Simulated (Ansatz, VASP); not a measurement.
# One calculation of HfB2, two programs

File INCAR:

```
PREC     = Accurate       # precision mode
ENCUT    = 500            # plane-wave cutoff, eV
EDIFF    = 1E-6           # SCF threshold, eV
ISMEAR   = -1             # smearing method
SIGMA    = 0.2            # smearing width, eV
LREAL    = F              # projectors in reciprocal space
LASPH    = T              # aspherical terms in the spheres
NELM     = 120            # most SCF steps
ALGO     = Normal         # electronic algorithm
ISIF     = 2              # what is computed and relaxed
LWAVE    = F              # write WAVECAR
LCHARG   = F              # write CHGCAR
GGA      = LIBXC          # functional
LIBXC1   = GGA_X_PBE    
LIBXC2   = GGA_C_LYP    
NBANDS   = 15             # bands
GGA_COMPAT= F
```

Contents of KPOINTS:

```
Automatic mesh
0
Gamma
  11 11 8
```

File POSCAR:

```
HfB2
1.0
    3.1118370479      0.0000000000      0.0000000000
   -1.5559185240      2.6949301660      0.0000000000
    0.0000000000      0.0000000000      3.4487875563
Hf B
1 2
Direct
    0.0000000000      0.0000000000      0.0000000000
    0.3333333333      0.6666666667      0.5000000000
    0.6666666667      0.3333333333      0.5000000000
```

Input for Ansatz:

```yaml
crystal:
  lattice:
    - [3.111837047938402, 0.0, 0.0]
    - [-1.555918523969201, 2.6949301659872154, 0.0]
    - [0.0, 0.0, 3.448787556313898]
  atoms:
    - { symbol: Hf, position: [0.0, 0.0, 0.0] }
    - { symbol: B, position: [0.3333333333333333, 0.6666666666666666, 0.5] }
    - { symbol: B, position: [0.6666666666666666, 0.3333333333333333, 0.5] }
basis:
  ecutwfc: 420.0
kpoints:
  mp_grid:
    grid: [11, 11, 8]
hamiltonian:
  xc:
    exchange: pbe
    correlation: lyp
scf:
  self_checks: low
  mixing:
    algorithm: msr1
    beta: 0.5
  occupations:
    method: fermi_dirac
    width: 0.2
  initial_density:
    normalization: cell
output:
  stress: true
```

Alike in both runs: task single point; functional pbe exchange, lyp correlation; k mesh 11 × 11 × 8; occupations fermi-dirac, width 0.2 eV; no spin polarisation.

|  | VASP | Ansatz |
| --- | --- | --- |
| version | VASP 6.6.1 | Ansatz 0.2.0 |
| potentials or method | VASP PAW PBE potentials, release 64 (Hf_pv, B), cutoff 500 eV | plane waves, PAW |
| valence electrons in the cell | 16 | 32 |

Ansatz gave:

```
pressure (GPa)                                                : 15.0
traceless stress, the component that is largest in VASP (GPa) : 2.16
```

**Question.** Estimate VASP's values.

**Answer.** Pressure (GPa): 14.8; traceless stress, the component that is largest in VASP (GPa): 2.46.

VASP's potentials were made for PBE, not for pbe exchange, lyp correlation. The functional is the same, so the differences come from potentials, cutoffs and numerics. VASP's potentials hold 16 valence electrons a cell and Ansatz's 32, so a difference there can come from the potentials and not from the codes.

Spin-orbit coupling is off throughout.
